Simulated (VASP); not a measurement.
# BN (R3m) in VASP: a series of runs

Runs on BN. Level: PBE. Tasks: single point.

Everything below comes from runs of VASP 6.6.1. Logs are shortened: lines on timing, memory, paths and dates and some standing lists are left out, and cuts for length are marked.

### 1 The cell of the first run

It takes space group R3m (No. 160, trigonal). Conventional cell: a = 2.339 Å, b = 2.339 Å, c = 10.371 Å, α = 90.00°, β = 90.00°, γ = 120.00°. B (site symmetry 3m) has 3 N at 1.35 Å within 1.8 Å. N (site symmetry 3m) has 3 B at 1.35 Å within 1.8 Å.

### 2 Single point, PBE (strained)

INCAR reads:

```
SYSTEM = BN
ALGO = Normal
EDIFF = 1E-7
ENCUT = 520
GGA = PE
ISIF = 2
ISMEAR = 0
LASPH = .True.
LCHARG = .False.
LREAL = .False.
LWAVE = .False.
NBANDS = 11
NELM = 80
PREC = Accurate
SIGMA = 0.02
```

KPOINTS reads:

```
k-points
0
Gamma
  12 12 12
  0 0 0
```

POSCAR reads:

```
BN
1.0
    1.1697238000      0.6753403508      3.4570553873
   -1.1697238000      0.6753403508      3.4570553873
    0.0000000000     -1.3506807017      3.4570553873
B N
1 1
Direct
    1.0026359775      1.0026359775      1.0026359775
    0.3297970225      0.3297970225      0.3297970225
```

Potentials or basis: VASP PAW PBE potentials, release 64 (B, N).

Launch:

```console
$ cat potpaw_PBE.64/B/POTCAR potpaw_PBE.64/N/POTCAR > POTCAR
$ mpirun -np 1 vasp_std > vasp.out
```

OUTCAR:

```text
SYSTEM = BN
   EDIFF = 1E-7
   ENCUT = 520
   GGA = PE
   ISIF = 2
   ISMEAR = 0
   LASPH = .True.
   LREAL = .False.
   NELM = 80
   PREC = Accurate

 ion  position               nearest neighbor table
   1  0.003  0.003  0.003-   2 1.35   2 1.35   2 1.35
   2  0.330  0.330  0.330-   1 1.35   1 1.35   1 1.35

  LATTYP: Found a trigonal (rhomboedric) cell.
 ALAT       =     3.7115455418
 COS(alpha) =     0.8013506900

  Lattice vectors:

 A1 = (   1.1697238000,   0.6753403508,   3.4570553873)
 A2 = (  -1.1697238000,   0.6753403508,   3.4570553873)
 A3 = (   0.0000000000,  -1.3506807017,   3.4570553873)

Analysis of symmetry for initial positions (statically):
=====================================================================
 Subroutine PRICEL returns:
 Original cell was already a primitive cell.

 Routine SETGRP: Setting up the symmetry group for a
 trigonal (rhombohedral) supercell.

 Subroutine GETGRP returns: Found  6 space group operations
 (whereof  6 operations were pure point group operations)
 out of a pool of 12 trial point group operations.

The static configuration has the point symmetry C_3v.

Analysis of symmetry for dynamics (positions and initial velocities):
=====================================================================
 Subroutine PRICEL returns:
 Original cell was already a primitive cell.

 Routine SETGRP: Setting up the symmetry group for a
 trigonal (rhombohedral) supercell.

 Subroutine GETGRP returns: Found  6 space group operations
 (whereof  6 operations were pure point group operations)
 out of a pool of 12 trial point group operations.

The dynamic configuration has the point symmetry C_3v.

 Subroutine INISYM returns: Found  6 space group operations
 (whereof  6 operations are pure point group operations),
 and found     1 'primitive' translations

----------------------------------------------------------------------------------------

                                     Primitive cell

  volume of cell :      16.3856

  direct lattice vectors                    reciprocal lattice vectors
     1.169723800  0.675340351  3.457055387     0.427451335  0.246789143  0.096421172
    -1.169723800  0.675340351  3.457055387    -0.427451335  0.246789143  0.096421172
     0.000000000 -1.350680702  3.457055387     0.000000000 -0.493578287  0.096421172

  length of vectors
     3.711545542  3.711545542  3.711545542     0.502908111  0.502908111  0.502908111

  position of ions in fractional coordinates (direct lattice)
     0.002635977  0.002635977  0.002635977
     0.329797023  0.329797023  0.329797023

  ion indices of the primitive-cell ions
   primitive index   ion index
                 1           1
                 2           2

----------------------------------------------------------------------------------------

 KPOINTS: k-points

Automatic generation of k-mesh.
 Grid dimensions read from file:
 generate k-points for:   12   12   12

 Generating k-lattice:

  Cartesian coordinates                     Fractional coordinates (reciprocal lattice)
     0.035620945  0.020565762  0.008035098     0.083333333  0.000000000  0.000000000
    -0.035620945  0.020565762  0.008035098     0.000000000  0.083333333  0.000000000
     0.000000000 -0.041131524  0.008035098     0.000000000  0.000000000  0.083333333

  Length of vectors
     0.041909009  0.041909009  0.041909009

  Shift w.r.t. Gamma in fractional coordinates (k-lattice)
     0.000000000  0.000000000  0.000000000

 Subroutine IBZKPT returns following result:
 ===========================================

 Found    189 irreducible k-points:

 Following reciprocal coordinates:
            Coordinates               Weight
  0.000000  0.000000  0.000000      1.000000
  0.083333 -0.000000 -0.000000      6.000000
  0.166667  0.000000 -0.000000      6.000000
  0.250000  0.000000 -0.000000      6.000000
  0.333333  0.000000  0.000000      6.000000
  0.416667  0.000000 -0.000000      6.000000
[... 16 lines left out ...]
  0.500000  0.166667 -0.000000     12.000000
 -0.416667  0.166667  0.000000     12.000000
 [... further k-points ...]
   k-points           NKPTS =    189   k-points in BZ     NKDIM =    189   number of bands    NBANDS=     11
   number of dos      NEDOS =    301   number of ions     NIONS =      2
   total plane-waves  NPLWV =  21952
   dimension x,y,z NGX =    28 NGY =   28 NGZ =   28
   dimension x,y,z NGXF=    56 NGYF=   56 NGZF=   56
   ions per type =               1   1
   NGX,Y,Z   is equivalent  to a cutoff of  12.54, 12.54, 12.54 a.u.
   NGXF,Y,Z  is equivalent  to a cutoff of  25.08, 25.08, 25.08 a.u.
 SYSTEM =  BN
   PREC   = accura    normal or accurate (medium, high low for compatibility)
   ISTART =      0    job   : 0-new  1-cont  2-samecut
   ICHARG =      2    charge: 1-file 2-atom 10-const
   ISPIN  =      1    spin polarized calculation?
   LNONCOLLINEAR =      F non collinear calculations
   LSORBIT =      F    spin-orbit coupling
   LASPH  =      T    aspherical Exc in radial PAW
   ENCUT  =  520.0 eV  38.22 Ry    6.18 a.u.   6.90  6.90  6.90*2*pi/ulx,y,z
   NELM   =     80;   NELMIN=  2; NELMDL= -5     # of ELM steps
   EDIFF  = 0.1E-06   stopping-criterion for ELM
   LREAL  =      F    real-space projection
   EDIFFG = 0.1E-05   stopping-criterion for IOM
   NSW    =      0    number of steps for IOM
   IBRION =     -1    ionic relax: 0-MD 1-quasi-New 2-CG
   NFREE  =      0    steps in history (QN), initial steepest desc. (CG)
   ISIF   =      2    stress and relaxation
   ISYM   =      2    0-nonsym 1-usesym 2-fastsym
   POTIM  = 0.5000    time-step for ionic-motion
   TEBEG  =    0.0;   TEEND  =   0.0 temperature during run
   PSTRESS=    0.0 pullay stress
   NELECT =       8.0000    total number of electrons
   NUPDOWN=      -1.0000    fix difference up-down
   EMIN   =  10.00;   EMAX   =-10.00  energy-range for DOS
   EFERMI =   0.00;   METHOD = LEGACY
   ISMEAR =     0;   SIGMA  =   0.02  broadening in eV -4-tet -1-fermi 0-gaus
   EFERMI_NEDOS =   21; number of points for ismear=-14 and -15
   IALGO  =     38    algorithm
   IMIX   =      4    mixing-type and parameters
     AMIX     =   0.40;   BMIX     =  1.00
     AMIX_MAG =   1.60;   BMIX_MAG =  1.00
  volume/ion in A,a.u.               =       8.19        55.29
  Fermi-wavevector in a.u.,A,eV,Ry     =   1.289091  2.436029 22.609562  1.661756
  Thomas-Fermi vector in A             =   2.421005
   LORBIT       =      0    0 simple, 1 ext, 2 COOP (PROOUT), +10 PAW based schemes
   GGA     = PE    functional components
   LHFCALC =     F    Hartree Fock is set to
   AEXX    =    0.0000 exact exchange contribution
   IVDW    =     0    specifies the selected vdW correction
   LEPSILON=     F    determine dielectric tensor
   LRPA    =     F    only Hartree local field effects (RPA)
 non-spin polarized calculation
 Gauss-broadening in eV      SIGMA  =   0.02
  energy-cutoff  :      520.00
  volume of cell :       16.39
 maximum number of plane-waves:       468
   NGX = 13   NGY = 13   NGZ = 13

 number of electron       8.0000000 magnetization

 Free energy of the ion-electron system (eV)
  ---------------------------------------------------
  ext. energy  EPLUGINS =         0.00000000
  ---------------------------------------------------
  free energy    TOTEN  =       -16.88099954 eV

  energy without entropy =      -16.88099954  energy(sigma->0) =      -16.88099954

 E-fermi :   3.0862     XC(G=0): -10.2149

 val. band max:        2.8507016670   @ k =  -0.3333   0.3333   0.0000
 cond. band min:       7.5921798486   @ k =   0.5000   0.5000  -0.0000
 fundamental gap:      4.7414781816
 Fermi energy:         3.0862255545

 k-point     1 :       0.0000    0.0000    0.0000
  band No.  band energies     occupation
      1     -16.1555      2.00000
      2      -2.6653      2.00000
      3       1.8772      2.00000
      4       1.8772      2.00000
      5       7.6092      0.00000
      6      16.2756      0.00000
      7      16.2756      0.00000
      8      18.4121      0.00000
      9      21.2778      0.00000
     10      31.3828      0.00000
     11      32.2514      0.00000

 k-point     2 :       0.0833   -0.0000   -0.0000
  band No.  band energies     occupation
      1     -15.9982      2.00000
      2      -2.4776      2.00000
      3       1.2551      2.00000
      4       1.5575      2.00000
      5       7.8946      0.00000
      6      16.2253      0.00000
      7      16.9960      0.00000
      8      17.8405      0.00000
      9      21.7427      0.00000
     10      30.3945      0.00000
     11      32.6272      0.00000

 k-point     3 :       0.1667    0.0000   -0.0000
  band No.  band energies     occupation
      1     -15.5332      2.00000
      2      -1.9257      2.00000
      3      -0.3208      2.00000
      4       0.7869      2.00000
      5       8.6859      0.00000
      6      16.0215      0.00000
      7      16.4083      0.00000
      8      18.9445      0.00000
      9      22.7818      0.00000
     10      27.9994      0.00000
     11      31.3312      0.00000

 k-point     4 :       0.2500    0.0000   -0.0000
  band No.  band energies     occupation
      1     -14.7868      2.00000
      2      -2.3821      2.00000
      3      -0.9941      2.00000
      4      -0.0956      2.00000
      5       9.8543      0.00000
      6      14.1479      0.00000
      7      16.1299      0.00000
      8      21.6906      0.00000
      9      23.4387      0.00000
     10      25.9776      0.00000
     11      29.5482      0.00000

 k-point     5 :       0.3333    0.0000    0.0000
  band No.  band energies     occupation
      1     -13.8270      2.00000
      2      -4.4348      2.00000
      3      -0.8470      2.00000
      4       0.1673      2.00000
      5      10.5965      0.00000
      6      12.7003      0.00000
      7      16.1152      0.00000
      8      22.2951      0.00000
      9      24.7166      0.00000
     10      25.2507      0.00000
     11      28.3625      0.00000
[... 211 lines left out ...]
 k-point    21 :       0.3333    0.1667   -0.0000
  band No.  band energies     occupation
      1     -14.3291      2.00000
      2      -2.8533      2.00000
      3      -1.2215      2.00000
      4      -0.7047      2.00000
      5      10.9354      0.00000
      6      13.6167      0.00000
      7      17.3663      0.00000
      8      20.6756      0.00000
      9      22.6886      0.00000
     10      25.8465      0.00000
     11      29.1829      0.00000

 k-point    22 :       0.4167    0.1667   -0.0000
  band No.  band energies     occupation
      1     -13.4020      2.00000
      2      -4.4813      2.00000
      3      -2.1633      2.00000
      4       0.4081      2.00000
      5      10.5529      0.00000
      6      13.9459      0.00000
      7      17.9003      0.00000
      8      20.6272      0.00000
      9      21.5769      0.00000
     10      25.9345      0.00000
     11      28.6289      0.00000

 k-point    23 :       0.5000    0.1667   -0.0000
  band No.  band energies     occupation
      1     -12.4700      2.00000
      2      -5.9601      2.00000
      3      -2.7329      2.00000
      4       1.6301      2.00000
      5       9.1448      0.00000
      6      15.5267      0.00000
      7      17.7790      0.00000
      8      19.4114      0.00000
      9      21.1608      0.00000
     10      26.3872      0.00000
     11      28.8653      0.00000

 k-point    24 :      -0.4167    0.1667    0.0000
  band No.  band energies     occupation
      1     -12.0252      2.00000
      2      -6.6107      2.00000
      3      -2.9223      2.00000
      4       2.3714      2.00000
      5       8.3685      0.00000
      6      16.0439      0.00000
      7      17.4643      0.00000
      8      18.5486      0.00000
      9      21.4357      0.00000
     10      27.6030      0.00000
     11      28.5122      0.00000

 [... further k-points ...]
[... 5 lines left out ...]
  --------------------------------------------------------------------------------------
  -------------------------------------------------------------------------------------
  Total       10.0665209     10.0665209      0.1080694      0.0000000     -0.0000000      0.0000000
  in kB      984.2974728    984.2974728     10.5669521      0.0000000     -0.0000000      0.0000000
  external PRESSURE =     659.7206326 kB  Pullay stress =       0.0000000 kB

 VOLUME and BASIS-vectors are now :
 -----------------------------------------------------------------------------
  energy-cutoff  :      520.00
  volume of cell :       16.39
      direct lattice vectors                 reciprocal lattice vectors
     1.169723800  0.675340351  3.457055387     0.427451335  0.246789143  0.096421172
    -1.169723800  0.675340351  3.457055387    -0.427451335  0.246789143  0.096421172
     0.000000000 -1.350680702  3.457055387     0.000000000 -0.493578287  0.096421172

 POSITION                                       TOTAL-FORCE (eV/Angst)
 -----------------------------------------------------------------------------------
      0.00000     -0.00000      0.02734         0.000000      0.000000     -0.644291
      0.00000     -0.00000      3.42038         0.000000     -0.000000      0.644291
 -----------------------------------------------------------------------------------
    total drift:                                0.000000      0.000000      0.000023

  FREE ENERGIE OF THE ION-ELECTRON SYSTEM (eV)
  ---------------------------------------------------
  free  energy   TOTEN  =       -16.8809995355 eV

  energy  without entropy=      -16.8809995355  energy(sigma->0) =      -16.88099954
```

Run time: 37 s. Hardware: 1 thread of Intel Xeon Platinum 8559C (Emerald Rapids), shared host; peak memory 0.16 GiB.

Results:

```
Free energy            : -16.8810 eV
Pressure               : 66.0 GPa
Largest force          : 0.644 eV/Å
Band gap on the k mesh : 4.74 eV, indirect (least direct gap 5.19 eV)
```

Forces on the atoms (eV/Å):
```
B    0.000  0.000 -0.644
N    0.000  0.000  0.644
```

Stress tensor (GPa, compression positive):
```
98.43  0.00  0.00
 0.00 98.43  0.00
 0.00  0.00  1.06
```

Levels at points of the mesh, in eV from the valence-band top:
```csv
k point,band 1,band 2,band 3,band 4,band 5,band 6,band 7,band 8,band 9
"(0.00, 0.00, 0.00)",-19.01,-5.52,-0.97,-0.97,4.76,13.42,13.42,15.56,18.43
"(0.50, 0.00, 0.00)",-15.21,-9.73,-4.36,-0.85,5.48,11.93,13.86,15.91,21.14
"(0.50, 0.50, 0.00)",-15.16,-9.64,-4.39,-1.36,4.74,12.10,15.03,18.07,21.75
"(0.50, 0.50, 0.50)",-18.81,-7.13,-0.98,-0.98,10.03,13.39,13.39,14.69,17.87
```

Caveat: the cell differs from its parent crystal (strained).

(Part 1 of 2 ends here.)
